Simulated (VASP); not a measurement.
# LaB6 (db) (Pm-3m) in VASP: single point with PBE

Aim: the single point of LaB6 (db) with PBE.

Everything below comes from runs of VASP 6.6.1. Logs are shortened: lines on timing, memory, paths and dates and some standing lists are left out, and cuts for length are marked.

## 1. The cell of the first run

Symmetry: Pm-3m, No. 221, cubic system. The conventional cell has a = 4.157 Å, b = 4.157 Å, c = 4.157 Å, α = 90.00°, β = 90.00°, γ = 90.00°. La (site symmetry m-3m) has 24 B at 3.05 Å within 4.0 Å. B (site symmetry 4mm) has 5 B at 1.66 to 1.76 Å within 2.2 Å.

## 2. Single point, PBE

Contents of INCAR:

```
SYSTEM = LaB6
ALGO = Normal ; EDIFF = 1E-6
ENCUT = 520 ; GGA = PE
ISIF = 2 ; ISMEAR = 0
LASPH = .TRUE. ; LCHARG = .FALSE.
LREAL = .FALSE. ; LWAVE = .FALSE.
NBANDS = 24 ; NELM = 100
PREC = Accurate ; SIGMA = 0.1
```

Contents of KPOINTS:

```
k-points
0
G
  8 8 8
  0 0 0
```

Contents of POSCAR:

```
LaB6
1.0
    4.1570000000      0.0000000000      0.0000000000
    0.0000000000      4.1570000000      0.0000000000
    0.0000000000      0.0000000000      4.1570000000
La B
1 6
Direct
    0.0000000000      0.0000000000      0.0000000000
    0.1998504520      0.5000000000      0.5000000000
    0.5000000000      0.1998504520      0.5000000000
    0.8001495480      0.5000000000      0.5000000000
    0.5000000000      0.8001495480      0.5000000000
    0.5000000000      0.5000000000      0.1998504520
    0.5000000000      0.5000000000      0.8001495480
```

Potentials or basis: VASP PAW PBE potentials, release 64 (La, B).

Command:

```
$ cat potpaw_PBE.64/La/POTCAR potpaw_PBE.64/B/POTCAR > POTCAR
$ mpirun -np 1 vasp_std > vasp.out
```

OUTCAR:

```text
SYSTEM = LaB6
   EDIFF = 1E-6
   ENCUT = 520
   GGA = PE
   ISIF = 2
   ISMEAR = 0
   LASPH = .TRUE.
   LREAL = .FALSE.
   NELM = 100
   PREC = Accurate

 ion  position               nearest neighbor table
   1  0.000  0.000  0.000-
   2  0.200  0.500  0.500-   4 1.66   3 1.76   5 1.76   6 1.76   7 1.76
   3  0.500  0.200  0.500-   5 1.66   4 1.76   2 1.76   6 1.76   7 1.76
   4  0.800  0.500  0.500-   2 1.66   3 1.76   5 1.76   6 1.76   7 1.76
   5  0.500  0.800  0.500-   3 1.66   2 1.76   4 1.76   6 1.76   7 1.76
   6  0.500  0.500  0.200-   7 1.66   3 1.76   4 1.76   5 1.76   2 1.76
   7  0.500  0.500  0.800-   6 1.66   3 1.76   4 1.76   5 1.76   2 1.76

  LATTYP: Found a simple cubic cell.
 ALAT       =     4.1570000000

  Lattice vectors:

 A1 = (   4.1570000000,   0.0000000000,   0.0000000000)
 A2 = (   0.0000000000,   4.1570000000,   0.0000000000)
 A3 = (   0.0000000000,   0.0000000000,   4.1570000000)

Analysis of symmetry for initial positions (statically):
=====================================================================
 Subroutine PRICEL returns:
 Original cell was already a primitive cell.

 Routine SETGRP: Setting up the symmetry group for a
 simple cubic supercell.

 Subroutine GETGRP returns: Found 48 space group operations
 (whereof 48 operations were pure point group operations)
 out of a pool of 48 trial point group operations.

The static configuration has the point symmetry O_h .

Analysis of symmetry for dynamics (positions and initial velocities):
=====================================================================
 Subroutine PRICEL returns:
 Original cell was already a primitive cell.

 Routine SETGRP: Setting up the symmetry group for a
 simple cubic supercell.

 Subroutine GETGRP returns: Found 48 space group operations
 (whereof 48 operations were pure point group operations)
 out of a pool of 48 trial point group operations.

The dynamic configuration has the point symmetry O_h .

 Subroutine INISYM returns: Found 48 space group operations
 (whereof 48 operations are pure point group operations),
 and found     1 'primitive' translations

----------------------------------------------------------------------------------------

                                     Primitive cell

  volume of cell :      71.8357

  direct lattice vectors                    reciprocal lattice vectors
     4.157000000  0.000000000  0.000000000     0.240558095  0.000000000  0.000000000
     0.000000000  4.157000000  0.000000000     0.000000000  0.240558095  0.000000000
     0.000000000  0.000000000  4.157000000     0.000000000  0.000000000  0.240558095

  length of vectors
     4.157000000  4.157000000  4.157000000     0.240558095  0.240558095  0.240558095

  position of ions in fractional coordinates (direct lattice)
     0.000000000  0.000000000  0.000000000
     0.199850452  0.500000000  0.500000000
     0.500000000  0.199850452  0.500000000
     0.800149548  0.500000000  0.500000000
     0.500000000  0.800149548  0.500000000
     0.500000000  0.500000000  0.199850452
     0.500000000  0.500000000  0.800149548

  ion indices of the primitive-cell ions
   primitive index   ion index
                 1           1
                 2           2
                 3           3
                 4           4
                 5           5
                 6           6
                 7           7

----------------------------------------------------------------------------------------

 KPOINTS: k-points

Automatic generation of k-mesh.
 Grid dimensions read from file:
 generate k-points for:    8    8    8

 Generating k-lattice:

  Cartesian coordinates                     Fractional coordinates (reciprocal lattice)
     0.030069762  0.000000000  0.000000000     0.125000000  0.000000000  0.000000000
     0.000000000  0.030069762  0.000000000     0.000000000  0.125000000  0.000000000
     0.000000000  0.000000000  0.030069762     0.000000000  0.000000000  0.125000000

  Length of vectors
     0.030069762  0.030069762  0.030069762

  Shift w.r.t. Gamma in fractional coordinates (k-lattice)
     0.000000000  0.000000000  0.000000000

 Subroutine IBZKPT returns following result:
 ===========================================

 Found     35 irreducible k-points:

 Following reciprocal coordinates:
            Coordinates               Weight
  0.000000  0.000000  0.000000      1.000000
  0.125000  0.000000  0.000000      6.000000
  0.250000  0.000000  0.000000      6.000000
  0.375000  0.000000  0.000000      6.000000
  0.500000  0.000000  0.000000      3.000000
  0.125000  0.125000  0.000000     12.000000
[... 16 lines left out ...]
  0.375000  0.375000  0.125000     24.000000
  0.500000  0.375000  0.125000     24.000000
 [... further k-points ...]
   k-points           NKPTS =     35   k-points in BZ     NKDIM =     35   number of bands    NBANDS=     24
   number of dos      NEDOS =    301   number of ions     NIONS =      7
   total plane-waves  NPLWV =  32768
   dimension x,y,z NGX =    32 NGY =   32 NGZ =   32
   dimension x,y,z NGXF=    64 NGYF=   64 NGZF=   64
   ions per type =               1   6
   NGX,Y,Z   is equivalent  to a cutoff of  12.80, 12.80, 12.80 a.u.
   NGXF,Y,Z  is equivalent  to a cutoff of  25.59, 25.59, 25.59 a.u.
 SYSTEM =  LaB6
   PREC   = accura    normal or accurate (medium, high low for compatibility)
   ISTART =      0    job   : 0-new  1-cont  2-samecut
   ICHARG =      2    charge: 1-file 2-atom 10-const
   ISPIN  =      1    spin polarized calculation?
   LNONCOLLINEAR =      F non collinear calculations
   LSORBIT =      F    spin-orbit coupling
   LASPH  =      T    aspherical Exc in radial PAW
   ENCUT  =  520.0 eV  38.22 Ry    6.18 a.u.   7.73  7.73  7.73*2*pi/ulx,y,z
   NELM   =    100;   NELMIN=  2; NELMDL= -5     # of ELM steps
   EDIFF  = 0.1E-05   stopping-criterion for ELM
   LREAL  =      F    real-space projection
   EDIFFG = 0.1E-04   stopping-criterion for IOM
   NSW    =      0    number of steps for IOM
   IBRION =     -1    ionic relax: 0-MD 1-quasi-New 2-CG
   NFREE  =      0    steps in history (QN), initial steepest desc. (CG)
   ISIF   =      2    stress and relaxation
   ISYM   =      2    0-nonsym 1-usesym 2-fastsym
   POTIM  = 0.5000    time-step for ionic-motion
   TEBEG  =    0.0;   TEEND  =   0.0 temperature during run
   PSTRESS=    0.0 pullay stress
   NELECT =      29.0000    total number of electrons
   NUPDOWN=      -1.0000    fix difference up-down
   EMIN   =  10.00;   EMAX   =-10.00  energy-range for DOS
   EFERMI =   0.00;   METHOD = LEGACY
   ISMEAR =     0;   SIGMA  =   0.10  broadening in eV -4-tet -1-fermi 0-gaus
   EFERMI_NEDOS =   21; number of points for ismear=-14 and -15
   IALGO  =     38    algorithm
   IMIX   =      4    mixing-type and parameters
     AMIX     =   0.40;   BMIX     =  1.00
     AMIX_MAG =   1.60;   BMIX_MAG =  1.00
  volume/ion in A,a.u.               =      10.26        69.25
  Fermi-wavevector in a.u.,A,eV,Ry     =   1.209932  2.286439 19.918037  1.463934
  Thomas-Fermi vector in A             =   2.345494
   LORBIT       =      0    0 simple, 1 ext, 2 COOP (PROOUT), +10 PAW based schemes
   GGA     = PE    functional components
   LHFCALC =     F    Hartree Fock is set to
   AEXX    =    0.0000 exact exchange contribution
   IVDW    =     0    specifies the selected vdW correction
   LEPSILON=     F    determine dielectric tensor
   LRPA    =     F    only Hartree local field effects (RPA)
 non-spin polarized calculation
 Gauss-broadening in eV      SIGMA  =   0.10
  energy-cutoff  :      520.00
  volume of cell :       71.84
 maximum number of plane-waves:      1956
 NGX is ok and might be reduce to    32
   NGX = 15   NGY = 15   NGZ = 15

 number of electron      29.0000003 magnetization

 Free energy of the ion-electron system (eV)
  ---------------------------------------------------
  ext. energy  EPLUGINS =         0.00000000
  ---------------------------------------------------
  free energy    TOTEN  =       -49.05476807 eV

  energy without entropy =      -49.05097395  energy(sigma->0) =      -49.05287101

 E-fermi :   8.4985     XC(G=0): -11.2521

 val. band max:        8.3748584683   @ k =   0.3750   0.2500   0.1250
 cond. band min:       8.5067073975   @ k =   0.2500   0.2500   0.0000
 fundamental gap:      0.1318489292
 Fermi energy:         8.4984789977

 k-point     1 :       0.0000    0.0000    0.0000
  band No.  band energies     occupation
      1     -24.5220      2.00000
      2      -8.2463      2.00000
      3      -8.2463      2.00000
      4      -8.2463      2.00000
      5      -6.9654      2.00000
      6       0.6582      2.00000
[... 16 lines left out ...]
     23      10.5419      0.00000
     24      11.6818      0.00000

 k-point     2 :       0.1250    0.0000    0.0000
  band No.  band energies     occupation
      1     -24.5185      2.00000
      2      -8.4035      2.00000
      3      -8.2346      2.00000
      4      -8.2346      2.00000
      5      -6.7983      2.00000
      6      -0.1633      2.00000
[... 16 lines left out ...]
     23      10.6713      0.00000
     24      11.6489      0.00000

 k-point     3 :       0.2500    0.0000    0.0000
  band No.  band energies     occupation
      1     -24.5100      2.00000
      2      -8.6971      2.00000
      3      -8.2063      2.00000
      4      -8.2063      2.00000
      5      -6.4646      2.00000
      6      -1.1164      2.00000
[... 16 lines left out ...]
     23      11.0796      0.00000
     24      11.1544      0.00000
[... 514 lines left out ...]
 k-point    23 :       0.3750    0.3750    0.1250
  band No.  band energies     occupation
      1     -24.4782      2.00000
      2      -8.6755      2.00000
      3      -8.5906      2.00000
      4      -8.1895      2.00000
      5      -6.3017      2.00000
      6      -1.0541      2.00000
[... 16 lines left out ...]
     23      11.3042      0.00000
     24      11.9013      0.00000

 k-point    24 :       0.5000    0.3750    0.1250
  band No.  band energies     occupation
      1     -24.4748      2.00000
      2      -8.7038      2.00000
      3      -8.5827      2.00000
      4      -8.1772      2.00000
      5      -6.3359      2.00000
      6      -1.0800      2.00000
[... 16 lines left out ...]
     23      11.5577      0.00000
     24      11.9610      0.00000

 [... further k-points ...]
[... 5 lines left out ...]
  --------------------------------------------------------------------------------------
  -------------------------------------------------------------------------------------
  Total       -0.1618383     -0.1618383     -0.1618383      0.0000000     -0.0000000      0.0000000
  in kB       -3.6095388     -3.6095388     -3.6095388      0.0000000     -0.0000000      0.0000000
  external PRESSURE =      -3.6095388 kB  Pullay stress =       0.0000000 kB

 VOLUME and BASIS-vectors are now :
 -----------------------------------------------------------------------------
  energy-cutoff  :      520.00
  volume of cell :       71.84
      direct lattice vectors                 reciprocal lattice vectors
     4.157000000  0.000000000  0.000000000     0.240558095  0.000000000  0.000000000
     0.000000000  4.157000000  0.000000000     0.000000000  0.240558095  0.000000000
     0.000000000  0.000000000  4.157000000     0.000000000  0.000000000  0.240558095

 POSITION                                       TOTAL-FORCE (eV/Angst)
 -----------------------------------------------------------------------------------
      0.00000      0.00000      0.00000         0.000000     -0.000000     -0.000000
      0.83078      2.07850      2.07850        -0.016384     -0.000000     -0.000000
      2.07850      0.83078      2.07850         0.000000     -0.016384     -0.000000
      3.32622      2.07850      2.07850         0.016384      0.000000     -0.000000
      2.07850      3.32622      2.07850        -0.000000      0.016384     -0.000000
      2.07850      2.07850      0.83078         0.000000     -0.000000     -0.016384
      2.07850      2.07850      3.32622        -0.000000      0.000000      0.016384
 -----------------------------------------------------------------------------------
    total drift:                                0.000000     -0.000000      0.000000

  FREE ENERGIE OF THE ION-ELECTRON SYSTEM (eV)
  ---------------------------------------------------
  free  energy   TOTEN  =       -49.0547680689 eV

  energy  without entropy=      -49.0509739478  energy(sigma->0) =      -49.05287101
```

Run time: 54 s. Hardware: 1 thread of AMD EPYC 7R43 (Zen 3), shared host; peak memory 0.18 GiB.

Results:

* Free energy: -49.0548 eV
* Pressure: -0.4 GPa
* Largest force: 0.016 eV/Å

Forces on the atoms (eV/Å):
```
La   0.000  0.000  0.000
B   -0.016  0.000  0.000
B    0.000 -0.016  0.000
B    0.016  0.000  0.000
B    0.000  0.016  0.000
B    0.000  0.000 -0.016
B    0.000  0.000  0.016
```

Caveat: spin-orbit coupling is left out, which moves the levels of the heavy elements.
